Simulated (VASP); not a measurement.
# Si3N4 (P6_3/m) in VASP: notebook, part 2 of 2

VASP 6.6.1. The steps go on from the part before.

### Step 3. Single point, PBE (epitaxial xy strain +2.0%)

Input file INCAR:

```
SYSTEM = Si3N4
PREC = Accurate
ENCUT = 520
EDIFF = 1E-6
ISMEAR = -1
SIGMA = 0.02
LREAL = .FALSE.
LASPH = .TRUE.
NELM = 100
ALGO = Normal
ISIF = 2
LWAVE = .FALSE.
LCHARG = .TRUE.
GGA = PE
LELF = .TRUE.
LVHAR = .TRUE.
NBANDS = 45
```

Input file KPOINTS:

```
regular mesh
0
G
  6 6 8
  0 0 0
```

Input file POSCAR:

```
Si3N4
1.0
    7.7577773369      0.0000000000      0.0000000000
   -3.8788886685      6.7184322507      0.0000000000
    0.0000000000      0.0000000000      2.8853158166
Si N
6 8
Direct
    0.2292091089      0.8223152881      0.7500000000
    0.4068938208      0.2292091089      0.2500000000
    0.8223152881      0.5931061792      0.2500000000
    0.1776847119      0.4068938208      0.7500000000
    0.5931061792      0.7707908911      0.7500000000
    0.7707908911      0.1776847119      0.2500000000
    0.3333333333      0.6666666667      0.7500000000
    0.6666666667      0.3333333333      0.2500000000
    0.9685238664      0.6692713809      0.7500000000
    0.2992524856      0.9685238664      0.2500000000
    0.6692713809      0.7007475144      0.2500000000
    0.3307286191      0.2992524856      0.7500000000
    0.0314761336      0.3307286191      0.2500000000
    0.7007475144      0.0314761336      0.7500000000
```

Potentials or basis: VASP PAW PBE potentials, release 64 (Si, N).

Run with:

```bash
$ cat potpaw_PBE.64/Si/POTCAR potpaw_PBE.64/N/POTCAR > POTCAR
$ mpirun -np 1 vasp_std > vasp.out
```

OUTCAR:

```text
SYSTEM = Si3N4
   PREC = Accurate
   ENCUT = 520
   EDIFF = 1E-6
   ISMEAR = -1
   LREAL = .FALSE.
   LASPH = .TRUE.
   NELM = 100
   ISIF = 2
   GGA = PE

 ion  position               nearest neighbor table
   1  0.229  0.822  0.750-  10 1.75  10 1.75   7 1.76   9 1.76   5 3.04   4 3.04   3 3.10   3 3.10
                             2 3.10   2 3.10
   2  0.407  0.229  0.250-  12 1.75  12 1.75   8 1.76  10 1.76   3 3.04   6 3.04   4 3.10   4 3.10
                             1 3.10   1 3.10
   3  0.822  0.593  0.250-   9 1.75   9 1.75   8 1.76  11 1.76   2 3.04   6 3.04   1 3.10   1 3.10
                             5 3.10   5 3.10
   4  0.178  0.407  0.750-  13 1.75  13 1.75   7 1.76  12 1.76   5 3.04   1 3.04   6 3.10   6 3.10
                             2 3.10   2 3.10
   5  0.593  0.771  0.750-  11 1.75  11 1.75   7 1.76  14 1.76   4 3.04   1 3.04   3 3.10   3 3.10
                             6 3.10   6 3.10
   6  0.771  0.178  0.250-  14 1.75  14 1.75   8 1.76  13 1.76   2 3.04   3 3.04   4 3.10   4 3.10
                             5 3.10   5 3.10
   7  0.333  0.667  0.750-   1 1.76   4 1.76   5 1.76
   8  0.667  0.333  0.250-   6 1.76   3 1.76   2 1.76
   9  0.969  0.669  0.750-   3 1.75   3 1.75   1 1.76
  10  0.299  0.969  0.250-   1 1.75   1 1.75   2 1.76
  11  0.669  0.701  0.250-   5 1.75   5 1.75   3 1.76
  12  0.331  0.299  0.750-   2 1.75   2 1.75   4 1.76
  13  0.031  0.331  0.250-   4 1.75   4 1.75   6 1.76
  14  0.701  0.031  0.750-   6 1.75   6 1.75   5 1.76

  LATTYP: Found a hexagonal cell.
 ALAT       =     7.7577773369
 C/A-ratio  =     0.3719255776

  Lattice vectors:

 A1 = (   7.7577773369,   0.0000000000,   0.0000000000)
 A2 = (  -3.8788886685,   6.7184322507,   0.0000000000)
 A3 = (   0.0000000000,   0.0000000000,   2.8853158166)

Analysis of symmetry for initial positions (statically):
=====================================================================
 Subroutine PRICEL returns:
 Original cell was already a primitive cell.

 Routine SETGRP: Setting up the symmetry group for a
 hexagonal supercell.

 Subroutine GETGRP returns: Found 12 space group operations
 (whereof  6 operations were pure point group operations)
 out of a pool of 24 trial point group operations.

The static configuration has the point symmetry S_6 .
 The point group associated with its full space group is C_6h.

Analysis of symmetry for dynamics (positions and initial velocities):
=====================================================================
 Subroutine PRICEL returns:
 Original cell was already a primitive cell.

 Routine SETGRP: Setting up the symmetry group for a
 hexagonal supercell.

 Subroutine GETGRP returns: Found 12 space group operations
 (whereof  6 operations were pure point group operations)
 out of a pool of 24 trial point group operations.

The dynamic configuration has the point symmetry S_6 .
 The point group associated with its full space group is C_6h.

 Subroutine INISYM returns: Found 12 space group operations
 (whereof  6 operations are pure point group operations),
 and found     1 'primitive' translations
[... 102 lines left out ...]
   number of dos      NEDOS =    301   number of ions     NIONS =     14
   total plane-waves  NPLWV =  86400
   dimension x,y,z NGX =    60 NGY =   60 NGZ =   24
   dimension x,y,z NGXF=   120 NGYF=  120 NGZF=   48
   ions per type =               6   8
   NGX,Y,Z   is equivalent  to a cutoff of  12.86, 12.86, 13.83 a.u.
   NGXF,Y,Z  is equivalent  to a cutoff of  25.72, 25.72, 27.66 a.u.
 SYSTEM =  Si3N4
   PREC   = accura    normal or accurate (medium, high low for compatibility)
   ISTART =      0    job   : 0-new  1-cont  2-samecut
   ICHARG =      2    charge: 1-file 2-atom 10-const
   ISPIN  =      1    spin polarized calculation?
   LNONCOLLINEAR =      F non collinear calculations
   LSORBIT =      F    spin-orbit coupling
   LASPH  =      T    aspherical Exc in radial PAW
   ENCUT  =  520.0 eV  38.22 Ry    6.18 a.u.  14.42 14.42  5.36*2*pi/ulx,y,z
   NELM   =    100;   NELMIN=  2; NELMDL= -5     # of ELM steps
   EDIFF  = 0.1E-05   stopping-criterion for ELM
   LREAL  =      F    real-space projection
   EDIFFG = 0.1E-04   stopping-criterion for IOM
   NSW    =      0    number of steps for IOM
   IBRION =     -1    ionic relax: 0-MD 1-quasi-New 2-CG
   NFREE  =      0    steps in history (QN), initial steepest desc. (CG)
   ISIF   =      2    stress and relaxation
   ISYM   =      2    0-nonsym 1-usesym 2-fastsym
   POTIM  = 0.5000    time-step for ionic-motion
   TEBEG  =    0.0;   TEEND  =   0.0 temperature during run
   PSTRESS=    0.0 pullay stress
   NELECT =      64.0000    total number of electrons
   NUPDOWN=      -1.0000    fix difference up-down
   EMIN   =  10.00;   EMAX   =-10.00  energy-range for DOS
   EFERMI =   0.00;   METHOD = LEGACY
   ISMEAR =    -1;   SIGMA  =   0.02  broadening in eV -4-tet -1-fermi 0-gaus
   EFERMI_NEDOS =   21; number of points for ismear=-14 and -15
   IALGO  =     38    algorithm
   IMIX   =      4    mixing-type and parameters
     AMIX     =   0.40;   BMIX     =  1.00
     AMIX_MAG =   1.60;   BMIX_MAG =  1.00
  volume/ion in A,a.u.               =      10.74        72.49
  Fermi-wavevector in a.u.,A,eV,Ry     =   1.231408  2.327024 20.631406  1.516366
  Thomas-Fermi vector in A             =   2.366219
   LORBIT       =      0    0 simple, 1 ext, 2 COOP (PROOUT), +10 PAW based schemes
   GGA     = PE    functional components
   LHFCALC =     F    Hartree Fock is set to
   AEXX    =    0.0000 exact exchange contribution
   IVDW    =     0    specifies the selected vdW correction
   LEPSILON=     F    determine dielectric tensor
   LRPA    =     F    only Hartree local field effects (RPA)
 non-spin polarized calculation
  energy-cutoff  :      520.00
  volume of cell :      150.38
 maximum number of plane-waves:      4079
 NGX is ok and might be reduce to    60
   NGX = 29   NGY = 29   NGZ = 11

 number of electron      63.9999991 magnetization

 Free energy of the ion-electron system (eV)
  ---------------------------------------------------
  ext. energy  EPLUGINS =         0.00000000
  ---------------------------------------------------
  free energy    TOTEN  =      -114.44390969 eV

  energy without entropy =     -114.44390969  energy(sigma->0) =     -114.44390969

 E-fermi :   6.8661     XC(G=0): -10.6541

 val. band max:        6.4040881779   @ k =   0.0000   0.0000   0.1250
 cond. band min:      10.7764541495   @ k =   0.5000   0.0000   0.3750
 fundamental gap:      4.3723659716
 Fermi energy:         6.8661096301

 k-point     1 :       0.0000    0.0000    0.0000
  band No.  band energies     occupation
      1     -11.5891      2.00000
      2     -10.2368      2.00000
      3     -10.2368      2.00000
      4      -9.5836      2.00000
      5      -9.4775      2.00000
      6      -9.4775      2.00000
[... 1117 lines left out ...]
     43      14.7029      0.00000
     44      14.7029      0.00000

 [... further k-points ...]

 [bands above 44 left out]

------------------------ aborting loop because EDIFF is reached ----------------------------------------

  FORCE on cell =-STRESS in cart. coord.  units (eV):
  Direction    XX          YY          ZZ          XY          YZ          ZX
  --------------------------------------------------------------------------------------
  -------------------------------------------------------------------------------------
  Total       -5.4666402     -5.4666402      4.7320356     -0.0000001      0.0000000      0.0000000
  in kB      -58.2414887    -58.2414887     50.4150238     -0.0000010      0.0000000      0.0000000
  external PRESSURE =     -22.0226512 kB  Pullay stress =       0.0000000 kB

 VOLUME and BASIS-vectors are now :
 -----------------------------------------------------------------------------
  energy-cutoff  :      520.00
  volume of cell :      150.38
      direct lattice vectors                 reciprocal lattice vectors
     7.757777337  0.000000000  0.000000000     0.128902900  0.074422124  0.000000000
    -3.878888669  6.718432251  0.000000000     0.000000000  0.148844249  0.000000000
     0.000000000  0.000000000  2.885315817     0.000000000  0.000000000  0.346582511

 POSITION                                       TOTAL-FORCE (eV/Angst)
 -----------------------------------------------------------------------------------
     -1.41152      5.52467      2.16399         0.021161      0.000172      0.000000
      2.26752      1.53993      0.72133         0.010432      0.018412     -0.000000
      4.07875      3.98474      0.72133         0.010729     -0.018241      0.000000
     -0.19986      2.73369      2.16399        -0.010729      0.018241      0.000000
      1.61137      5.17851      2.16399        -0.010432     -0.018412     -0.000000
      5.29040      1.19376      0.72133        -0.021161     -0.000172      0.000000
     -0.00000      4.47895      2.16399        -0.000000     -0.000000     -0.000000
      3.87889      2.23948      0.72133        -0.000000     -0.000000      0.000000
      4.91756      4.49645      2.16399         0.046847      0.039481      0.000000
     -1.43526      6.50696      0.72133        -0.010768      0.060311      0.000000
      2.47394      4.70792      0.72133         0.057615     -0.020830      0.000000
      1.40495      2.01051      2.16399        -0.057615      0.020830      0.000000
     -1.03867      2.22198      0.72133        -0.046847     -0.039481      0.000000
      5.31415      0.21147      2.16399         0.010768     -0.060311      0.000000
 -----------------------------------------------------------------------------------
    total drift:                                0.000000      0.000000     -0.000000

  FREE ENERGIE OF THE ION-ELECTRON SYSTEM (eV)
  ---------------------------------------------------
  free  energy   TOTEN  =      -114.4439096872 eV

  energy  without entropy=     -114.4439096872  energy(sigma->0) =     -114.44390969
```

Wall time 2.1 min (1 thread of Intel Xeon 6975P-C (Granite Rapids), shared host); peak memory 0.38 GiB.

What came out:

| Property | Result |
| --- | --- |
| Free energy | -114.4439 eV |
| Pressure | -2.2 GPa |
| Largest force | 0.061 eV/Å |
| Band gap on the k mesh | 4.37 eV (least direct gap 4.60 eV) |

Forces in eV/Å, atoms in the order of the input:
```
Si   0.021  0.000  0.000
Si   0.010  0.018  0.000
Si   0.011 -0.018  0.000
Si  -0.011  0.018  0.000
Si  -0.010 -0.018  0.000
Si  -0.021  0.000  0.000
N    0.000  0.000  0.000
N    0.000  0.000  0.000
N    0.047  0.039  0.000
N   -0.011  0.060  0.000
N    0.058 -0.021  0.000
N   -0.058  0.021  0.000
N   -0.047 -0.039  0.000
N    0.011 -0.060  0.000
```

Caveat: the cell differs from its parent crystal (epitaxial xy strain +2.0%); the stress differs along the axes, from -6 to 5 GPa. A k mesh can miss the band edges.

### Step 4. Single point, PBE (epitaxial xy strain +3.0%)

Input file INCAR:

```
  PREC = Accurate
  ENCUT = 520
  EDIFF = 1E-6
  ISMEAR = -1
  SIGMA = 0.02
  LREAL = False
  LASPH = True
  NELM = 60
  ALGO = Normal
  ISIF = 2
  LWAVE = False
  LCHARG = True
  GGA = PE
  LELF = True
  LVHAR = True
  NBANDS = 45
```

Input file KPOINTS:

```
regular mesh
0
Gamma
  6 6 8
```

Input file POSCAR:

```
Si3N4
1.0
    7.8338339775      0.0000000000      0.0000000000
   -3.9169169887      6.7842992335      0.0000000000
    0.0000000000      0.0000000000      2.8768957944
Si N
6 8
Direct
    0.2286416020      0.8213925441      0.7500000000
    0.4072490579      0.2286416020      0.2500000000
    0.8213925441      0.5927509421      0.2500000000
    0.1786074559      0.4072490579      0.7500000000
    0.5927509421      0.7713583980      0.7500000000
    0.7713583980      0.1786074559      0.2500000000
    0.3333333333      0.6666666667      0.7500000000
    0.6666666667      0.3333333333      0.2500000000
    0.9683164804      0.6690658841      0.7500000000
    0.2992505963      0.9683164804      0.2500000000
    0.6690658841      0.7007494037      0.2500000000
    0.3309341159      0.2992505963      0.7500000000
    0.0316835196      0.3309341159      0.2500000000
    0.7007494037      0.0316835196      0.7500000000
```

Run with:

```bash
$ cat potpaw_PBE.64/Si/POTCAR potpaw_PBE.64/N/POTCAR > POTCAR
$ mpirun -np 1 vasp_std > vasp.out
```

It took 2.2 min on 1 thread of Intel Xeon 6975P-C (Granite Rapids), shared host; peak memory 0.39 GiB.

The run converged. Its results:

```yaml
Free_energy: -114.2763 eV
Pressure: -5.7 GPa
Largest_force: 0.074 eV/Å
Band_gap_on_the_k_mesh: 4.12 eV (least direct gap 4.31 eV)
```

Forces on the atoms (eV/Å):
```
Si   0.016 -0.014  0.000
Si   0.020  0.007  0.000
Si  -0.004 -0.021  0.000
Si   0.004  0.021  0.000
Si  -0.020 -0.007  0.000
Si  -0.016  0.014  0.000
N    0.000  0.000  0.000
N    0.000  0.000  0.000
N    0.057  0.046  0.000
N   -0.012  0.073  0.000
N    0.069 -0.026  0.000
N   -0.069  0.026  0.000
N   -0.057 -0.046  0.000
N    0.012 -0.073  0.000
```

Stress tensor (GPa, compression positive):
```
-10.93   0.00   0.00
  0.00 -10.93   0.00
  0.00   0.00   4.84
```

Levels at points of the mesh, in eV from the valence-band top:
```csv
k point,band 28,band 29,band 30,band 31,band 32,band 33,band 34,band 35,band 36,band 37
"(0.00, 0.00, 0.00)",-1.33,-1.33,-0.54,-0.22,0.00,4.31,4.69,4.93,4.93,4.98
"(0.50, 0.00, 0.00)",-1.75,-1.38,-0.90,-0.11,-0.05,4.46,4.91,5.18,5.23,5.64
"(0.00, 0.00, 0.50)",-1.58,-1.58,-1.58,-1.30,-1.30,4.25,4.25,4.25,4.25,6.99
"(0.50, 0.00, 0.50)",-1.79,-1.47,-1.47,-1.06,-1.06,4.19,4.19,5.40,5.40,5.64
```

Caveat: the cell differs from its parent crystal (epitaxial xy strain +3.0%); the stress differs along the axes, from -11 to 5 GPa.

### Step 5. The runs side by side

```csv
cell,gap on the mesh (eV),pressure (GPa),largest force (eV/Å)
"a = 7.682, b = 7.682, c = 2.895 Å, angles 90.0, 90.0, 120.0°, 14 atoms, epitaxial xy strain +1.0%",4.49,1.5,0.05
"a = 7.758, b = 7.758, c = 2.885 Å, angles 90.0, 90.0, 120.0°, 14 atoms, epitaxial xy strain +2.0%",4.37,-2.2,0.06
"a = 7.834, b = 7.834, c = 2.877 Å, angles 90.0, 90.0, 120.0°, 14 atoms, epitaxial xy strain +3.0%",4.12,-5.7,0.07
```

Alike in all rows: task single point; level PBE; potentials or basis VASP PAW PBE potentials, release 64 (Si, N); no spin polarisation; k mesh 6 × 6 × 8; cutoff (eV) 520; smearing fermi-dirac 0.02 eV.

Caveats: the stress differs along the axes, from -0 to 5 GPa (at least some runs); the stress differs along the axes, from -6 to 5 GPa (at least some runs); the stress differs along the axes, from -11 to 5 GPa (at least some runs).

Absolute energies hang on the potentials; compare differences alone.
